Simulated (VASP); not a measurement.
# Y (Fd-3m) in VASP: further runs

Y is run at these levels: PBEsol; tasks: relaxation of cell and atoms.

Program: VASP 6.6.1. These are calculated values, not measurements. Logs are shortened: lines on timing, memory, paths and dates and some standing lists are left out, and cuts for length are marked.

### 1 The cell of the first run

It takes space group Fd-3m (No. 227, cubic). The conventional cell has a = 7.000 Å, b = 7.000 Å, c = 7.000 Å, α = 90.00°, β = 90.00°, γ = 90.00°. Y (site symmetry -43m) has 4 Y at 3.03 Å within 4.0 Å.

This isn't the form of Y at room conditions, which is hcp.

### 2 Relaxation of cell and atoms, PBEsol

The input, INCAR:

```
PREC = Accurate ; ENCUT = 500
EDIFF = 1E-7 ; ISMEAR = -1
SIGMA = 0.05 ; LREAL = F
LASPH = T ; NELM = 120
ALGO = Normal ; ISIF = 3
LWAVE = F ; LCHARG = F
GGA = PS ; IBRION = 2
NSW = 80 ; EDIFFG = -0.02
GGA_COMPAT = F ; NELMIN = 4
```

The input, KPOINTS:

```
Automatic mesh
0
Gamma
  11 11 11
```

The input, POSCAR:

```
Y
1.0
    0.0000000000      3.5000000000      3.5000000000
    3.5000000000      0.0000000000      3.5000000000
    3.5000000000      3.5000000000      0.0000000000
Y
2
Direct
    1.0000000000      1.0000000000      1.0000000000
    0.2500000000      0.2500000000      0.2500000000
```

Potentials or basis: VASP PAW PBE potentials, release 64 (Y_sv).

Command:

```
> cat potpaw_PBE.64/Y_sv/POTCAR > POTCAR
> mpirun -np 1 vasp_std > vasp.out
```

OUTCAR:

```text
PREC = Accurate
   ENCUT = 500
   EDIFF = 1E-7
   ISMEAR = -1
   LREAL = F
   LASPH = T
   NELM = 120
   ISIF = 3
   GGA = PS
   IBRION = 2
   NSW = 80
   EDIFFG = -0.02
   NELMIN = 4

 ion  position               nearest neighbor table
   1  0.000  0.000  0.000-   2 3.03   2 3.03   2 3.03   2 3.03
   2  0.250  0.250  0.250-   1 3.03   1 3.03   1 3.03   1 3.03

  LATTYP: Found a face centered cubic cell.
 ALAT       =     7.0000000000

  Lattice vectors:

 A1 = (   0.0000000000,   3.5000000000,   3.5000000000)
 A2 = (   3.5000000000,   0.0000000000,   3.5000000000)
 A3 = (   3.5000000000,   3.5000000000,   0.0000000000)

Analysis of symmetry for initial positions (statically):
=====================================================================
 Subroutine PRICEL returns:
 Original cell was already a primitive cell.

 Routine SETGRP: Setting up the symmetry group for a
 face centered cubic supercell.

 Subroutine GETGRP returns: Found 48 space group operations
 (whereof 24 operations were pure point group operations)
 out of a pool of 48 trial point group operations.

The static configuration has the point symmetry T_d .
 The point group associated with its full space group is O_h .

Analysis of symmetry for dynamics (positions and initial velocities):
=====================================================================
 Subroutine PRICEL returns:
 Original cell was already a primitive cell.

 Routine SETGRP: Setting up the symmetry group for a
 face centered cubic supercell.

 Subroutine GETGRP returns: Found 48 space group operations
 (whereof 24 operations were pure point group operations)
 out of a pool of 48 trial point group operations.

The dynamic configuration has the point symmetry T_d .
 The point group associated with its full space group is O_h .

 Subroutine INISYM returns: Found 48 space group operations
 (whereof 24 operations are pure point group operations),
 and found     1 'primitive' translations

----------------------------------------------------------------------------------------

                                     Primitive cell

  volume of cell :      85.7500

  direct lattice vectors                    reciprocal lattice vectors
     0.000000000  3.500000000  3.500000000    -0.142857143  0.142857143  0.142857143
     3.500000000  0.000000000  3.500000000     0.142857143 -0.142857143  0.142857143
     3.500000000  3.500000000  0.000000000     0.142857143  0.142857143 -0.142857143

  length of vectors
     4.949747468  4.949747468  4.949747468     0.247435830  0.247435830  0.247435830

  position of ions in fractional coordinates (direct lattice)
     0.000000000  0.000000000  0.000000000
     0.250000000  0.250000000  0.250000000

  ion indices of the primitive-cell ions
   primitive index   ion index
                 1           1
                 2           2

----------------------------------------------------------------------------------------

 KPOINTS: Automatic mesh

Automatic generation of k-mesh.
 Grid dimensions read from file:
 generate k-points for:   11   11   11

 Generating k-lattice:

  Cartesian coordinates                     Fractional coordinates (reciprocal lattice)
    -0.012987013  0.012987013  0.012987013     0.090909091  0.000000000  0.000000000
     0.012987013 -0.012987013  0.012987013     0.000000000  0.090909091  0.000000000
     0.012987013  0.012987013 -0.012987013     0.000000000  0.000000000  0.090909091

  Length of vectors
     0.022494166  0.022494166  0.022494166

  Shift w.r.t. Gamma in fractional coordinates (k-lattice)
     0.000000000  0.000000000  0.000000000

 Subroutine IBZKPT returns following result:
 ===========================================

 Found     56 irreducible k-points:

 Following reciprocal coordinates:
            Coordinates               Weight
  0.000000  0.000000  0.000000      1.000000
  0.090909  0.000000  0.000000      8.000000
  0.181818  0.000000  0.000000      8.000000
  0.272727  0.000000  0.000000      8.000000
  0.363636  0.000000  0.000000      8.000000
  0.454545  0.000000  0.000000      8.000000
[... 16 lines left out ...]
 -0.272727  0.181818  0.000000     24.000000
 -0.181818  0.181818  0.000000     12.000000
 [... further k-points ...]
   k-points           NKPTS =     56   k-points in BZ     NKDIM =     56   number of bands    NBANDS=     15
   number of dos      NEDOS =    301   number of ions     NIONS =      2
   total plane-waves  NPLWV =  46656
   dimension x,y,z NGX =    36 NGY =   36 NGZ =   36
   dimension x,y,z NGXF=    72 NGYF=   72 NGZF=   72
   ions per type =               2
   NGX,Y,Z   is equivalent  to a cutoff of  12.09, 12.09, 12.09 a.u.
   NGXF,Y,Z  is equivalent  to a cutoff of  24.18, 24.18, 24.18 a.u.
 SYSTEM =  unknown system
   PREC   = accura    normal or accurate (medium, high low for compatibility)
   ISTART =      0    job   : 0-new  1-cont  2-samecut
   ICHARG =      2    charge: 1-file 2-atom 10-const
   ISPIN  =      1    spin polarized calculation?
   LNONCOLLINEAR =      F non collinear calculations
   LSORBIT =      F    spin-orbit coupling
   LASPH  =      T    aspherical Exc in radial PAW
   ENCUT  =  500.0 eV  36.75 Ry    6.06 a.u.   9.02  9.02  9.02*2*pi/ulx,y,z
   NELM   =    120;   NELMIN=  4; NELMDL= -5     # of ELM steps
   EDIFF  = 0.1E-06   stopping-criterion for ELM
   LREAL  =      F    real-space projection
   EDIFFG = -.2E-01   stopping-criterion for IOM
   NSW    =     80    number of steps for IOM
   IBRION =      2    ionic relax: 0-MD 1-quasi-New 2-CG
   NFREE  =      1    steps in history (QN), initial steepest desc. (CG)
   ISIF   =      3    stress and relaxation
   ISYM   =      2    0-nonsym 1-usesym 2-fastsym
   POTIM  = 0.5000    time-step for ionic-motion
   TEBEG  =    0.0;   TEEND  =   0.0 temperature during run
   PSTRESS=    0.0 pullay stress
   NELECT =      22.0000    total number of electrons
   NUPDOWN=      -1.0000    fix difference up-down
   EMIN   =  10.00;   EMAX   =-10.00  energy-range for DOS
   EFERMI =   0.00;   METHOD = LEGACY
   ISMEAR =    -1;   SIGMA  =   0.05  broadening in eV -4-tet -1-fermi 0-gaus
   EFERMI_NEDOS =   21; number of points for ismear=-14 and -15
   IALGO  =     38    algorithm
   IMIX   =      4    mixing-type and parameters
     AMIX     =   0.40;   BMIX     =  1.00
     AMIX_MAG =   1.60;   BMIX_MAG =  1.00
  volume/ion in A,a.u.               =      42.88       289.33
  Fermi-wavevector in a.u.,A,eV,Ry     =   1.040250  1.965787 14.723134  1.082120
  Thomas-Fermi vector in A             =   2.174817
   LORBIT       =      0    0 simple, 1 ext, 2 COOP (PROOUT), +10 PAW based schemes
   GGA     = PS    functional components
   LHFCALC =     F    Hartree Fock is set to
   AEXX    =    0.0000 exact exchange contribution
   IVDW    =     0    specifies the selected vdW correction
   LEPSILON=     F    determine dielectric tensor
   LRPA    =     F    only Hartree local field effects (RPA)
 conjugate gradient relaxation of ions
 non-spin polarized calculation
  energy-cutoff  :      500.00
  volume of cell :       85.75
 maximum number of plane-waves:      2193
   NGX = 17   NGY = 17   NGZ = 17

--------------------------------------- Ionic step        1  -------------------------------------------

 number of electron      21.9999999 magnetization

 Free energy of the ion-electron system (eV)
  ---------------------------------------------------
  ext. energy  EPLUGINS =         0.00000000
  ---------------------------------------------------
  free energy    TOTEN  =        -9.62536180 eV

  energy without entropy =       -9.59159601  energy(sigma->0) =       -9.60847890

------------------------ aborting loop because EDIFF is reached ----------------------------------------

  FORCE on cell =-STRESS in cart. coord.  units (eV):
  Direction    XX          YY          ZZ          XY          YZ          ZX
  --------------------------------------------------------------------------------------
  -------------------------------------------------------------------------------------
  Total       -0.5250236     -0.5250236     -0.5250236      0.0000000     -0.0000000      0.0000000
  in kB       -9.8096899     -9.8096899     -9.8096899      0.0000000     -0.0000000      0.0000000
  external PRESSURE =      -9.8096899 kB  Pullay stress =       0.0000000 kB

 VOLUME and BASIS-vectors are now :
 -----------------------------------------------------------------------------
  energy-cutoff  :      500.00
  volume of cell :       85.75
      direct lattice vectors                 reciprocal lattice vectors
     0.000000000  3.500000000  3.500000000    -0.142857143  0.142857143  0.142857143
     3.500000000  0.000000000  3.500000000     0.142857143 -0.142857143  0.142857143
     3.500000000  3.500000000  0.000000000     0.142857143  0.142857143 -0.142857143
[... 37 lines left out ...]
 POSITION                                       TOTAL-FORCE (eV/Angst)
 -----------------------------------------------------------------------------------
      0.00000      0.00000      0.00000        -0.000000     -0.000000     -0.000000
      1.72784      1.72784      1.72784         0.000000      0.000000      0.000000
 -----------------------------------------------------------------------------------
    total drift:                                0.000000      0.000000      0.000000

  FREE ENERGIE OF THE ION-ELECTRON SYSTEM (eV)
  ---------------------------------------------------
  free  energy   TOTEN  =        -9.6410822860 eV

  energy  without entropy=       -9.6089270076  energy(sigma->0) =       -9.62500465

--------------------------------------- Ionic step        3  -------------------------------------------

 number of electron      22.0000001 magnetization

 Free energy of the ion-electron system (eV)
  ---------------------------------------------------
  ext. energy  EPLUGINS =         0.00000000
  ---------------------------------------------------
  free energy    TOTEN  =        -9.64640232 eV

  energy without entropy =       -9.61508858  energy(sigma->0) =       -9.63074545

 E-fermi :   1.5789     XC(G=0):  -8.6094

 val. band max:        1.5774982598   @ k =   0.3636   0.2727   0.0000
 cond. band min:       1.5967840929   @ k =   0.3636   0.0909   0.0000
 fundamental gap:      0.0192858331
 Fermi energy:         1.5788693129

 k-point     1 :       0.0000    0.0000    0.0000
  band No.  band energies     occupation
      1     -41.5375      2.00000
      2     -41.1533      2.00000
      3     -21.8000      2.00000
      4     -21.8000      2.00000
      5     -21.8000      2.00000
      6     -21.0418      2.00000
      7     -21.0418      2.00000
      8     -21.0418      2.00000
      9      -2.1426      2.00000
     10       1.4825      1.74612
     11       1.4825      1.74612
     12       2.1192      0.00004
     13       2.1192      0.00004
     14       2.1192      0.00004
     15       3.7910      0.00000
[... 397 lines left out ...]
 k-point    24 :      -0.1818    0.1818    0.0000
  band No.  band energies     occupation
      1     -41.4824      2.00000
      2     -41.2106      2.00000
      3     -21.9102      2.00000
      4     -21.8519      2.00000
      5     -21.7479      2.00000
      6     -21.0995      2.00000
      7     -20.9854      2.00000
      8     -20.9281      2.00000
      9      -1.0972      2.00000
     10       1.0911      1.99988
     11       1.3903      1.95500
     12       1.8318      0.01263
     13       2.2461      0.00000
     14       2.8360      0.00000
     15       2.9199      0.00000

 [... further k-points ...]

------------------------ aborting loop because EDIFF is reached ----------------------------------------

  FORCE on cell =-STRESS in cart. coord.  units (eV):
  Direction    XX          YY          ZZ          XY          YZ          ZX
  --------------------------------------------------------------------------------------
  -------------------------------------------------------------------------------------
  Total       -0.0017086     -0.0017086     -0.0017086      0.0000000      0.0000000      0.0000000
  in kB       -0.0343572     -0.0343572     -0.0343572      0.0000000      0.0000000      0.0000000
  external PRESSURE =      -0.0343572 kB  Pullay stress =       0.0000000 kB

 VOLUME and BASIS-vectors are now :
 -----------------------------------------------------------------------------
  energy-cutoff  :      500.00
  volume of cell :       79.68
      direct lattice vectors                 reciprocal lattice vectors
     0.000000000  3.415357919  3.415357919    -0.146397541  0.146397541  0.146397541
     3.415357919  0.000000000  3.415357919     0.146397541 -0.146397541  0.146397541
     3.415357919  3.415357919  0.000000000     0.146397541  0.146397541 -0.146397541

 POSITION                                       TOTAL-FORCE (eV/Angst)
 -----------------------------------------------------------------------------------
      0.00000      0.00000      0.00000        -0.000000     -0.000000     -0.000000
      1.70768      1.70768      1.70768         0.000000      0.000000      0.000000
 -----------------------------------------------------------------------------------
    total drift:                                0.000000      0.000000      0.000000

  FREE ENERGIE OF THE ION-ELECTRON SYSTEM (eV)
  ---------------------------------------------------
  free  energy   TOTEN  =        -9.6464023165 eV

  energy  without entropy=       -9.6150885805  energy(sigma->0) =       -9.63074545

 reached required accuracy - stopping structural energy minimisation
```

Run time: 3.1 min. Hardware: 1 thread of Intel Xeon Platinum 8259CL at 2.50GHz (Skylake/Cascade Lake), shared host; peak memory 0.25 GiB.

Results:

```yaml
Free_energy: -9.6464 eV
Relaxed_volume: 39.84 Å³/atom
Relaxed_cell: a = 4.830 Å, b = 4.830 Å, c = 4.830 Å, α = 60.00°, β = 60.00°, γ = 60.00°
Space_group_after_relaxing_to_0.1_Å: Fd-3m (No. 227)
Energy_gained_by_relaxing: 10.5 meV/atom
Ionic_steps: 3
Pressure_after_relaxing: 0.0 GPa
Band_gap_on_the_k_mesh: zero (bands 11 and 12 overlap by 0.71 eV)
```

The path:
```
step  energy change (eV)  largest force (eV/Å)  pressure (GPa)  volume (Å³)
   1              0.0000                0.0000           -0.98        85.75
   2             -0.0157                0.0000           -0.56        82.53
   3             -0.0210                0.0000            0.00        79.68
```

Final structure:
```
Y
1.0
     0.00000    3.41536    3.41536
     3.41536    0.00000    3.41536
     3.41536    3.41536    0.00000
Y
2
Direct
  0.00000 0.00000 0.00000
  0.25000 0.25000 0.25000
```

Caveat: the PAW data sets were made with another functional, which shifts forces and pressure a little.

### 3 Relaxation of cell and atoms, PBEsol, target pressure 20 GPa, at which the enthalpy is minimised

The input, INCAR:

```
SYSTEM = Y
  PREC = Accurate
  ENCUT = 500
  EDIFF = 1E-7
  ISMEAR = -1
  SIGMA = 0.05
  LREAL = .False.
  LASPH = .True.
  NELM = 120
  ALGO = Normal
  ISIF = 3
  LWAVE = .False.
  LCHARG = .False.
  GGA = PS
  IBRION = 2
  NSW = 80
  EDIFFG = -0.02
  PSTRESS = 200.0
  GGA_COMPAT = .False.
  NELMIN = 4
```

The input, KPOINTS:

```
regular mesh
0
Gamma
  11 11 11
  0 0 0
```

POSCAR is that of step 2.

Potentials or basis: VASP PAW PBE potentials, release 64 (Y_sv).

Command:

```
> cat potpaw_PBE.64/Y_sv/POTCAR > POTCAR
> mpirun -np 1 vasp_std > vasp.out
```

Run time: 7.5 min. Hardware: 1 thread of Intel Xeon Platinum 8259CL at 2.50GHz (Skylake/Cascade Lake), shared host; peak memory 0.27 GiB.

Results (log left out):

| Property | Result |
| --- | --- |
| Free energy | -8.5705 eV |
| Relaxed volume | 22.39 Å³/atom |
| Relaxed cell | a = 3.986 Å, b = 3.986 Å, c = 3.986 Å, α = 60.00°, β = 60.00°, γ = 60.00° |
| Space group after relaxing (to 0.1 Å) | Fd-3m (No. 227) |
| Energy change on relaxing (the run minimises the enthalpy) | +527.4 meV/atom |
| Ionic steps | 7 |
| Pressure after relaxing | 20.0 GPa |
| Band gap on the k mesh | zero (bands 11 and 12 overlap by 1.30 eV) |

Step by step:
| step | energy change (eV) | largest force (eV/Å) | pressure (GPa) | volume (Å³) |
| --- | --- | --- | --- | --- |
| 1 | 0.0000 | 0.0000 | -0.98 | 85.75 |
| 2 | 4.4278 | 0.0000 | 91.38 | 33.24 |
| 3 | 0.7664 | 0.0000 | 14.13 | 47.52 |
| 4 | 0.9297 | 0.0000 | 17.42 | 45.86 |
| 5 | 1.0635 | 0.0000 | 20.19 | 44.72 |
| 6 | 1.0428 | 0.0000 | 19.74 | 44.88 |
| 7 | 1.0549 | 0.0000 | 19.99 | 44.78 |

Final structure:
```
CELL_PARAMETERS angstrom
0.00000 2.81858 2.81858
2.81858 0.00000 2.81858
2.81858 2.81858 0.00000
ATOMIC_POSITIONS crystal
Y 0.00000 0.00000 0.00000
Y 0.25000 0.25000 0.25000
```

Levels at points of the mesh, in eV from the Fermi level:
```csv
k point,band 9,band 10,band 11,band 12,band 13,band 14
"(0.00, 0.00, 0.00)",-4.38,-1.40,-1.40,0.87,0.87,0.87
```

Caveat: the cell is relaxed towards a set pressure, so the run minimises the enthalpy, not the energy; the volume moved by over 15 % at a fixed basis, so the end points are rough; the PAW data sets were made with another functional, which shifts forces and pressure a little.
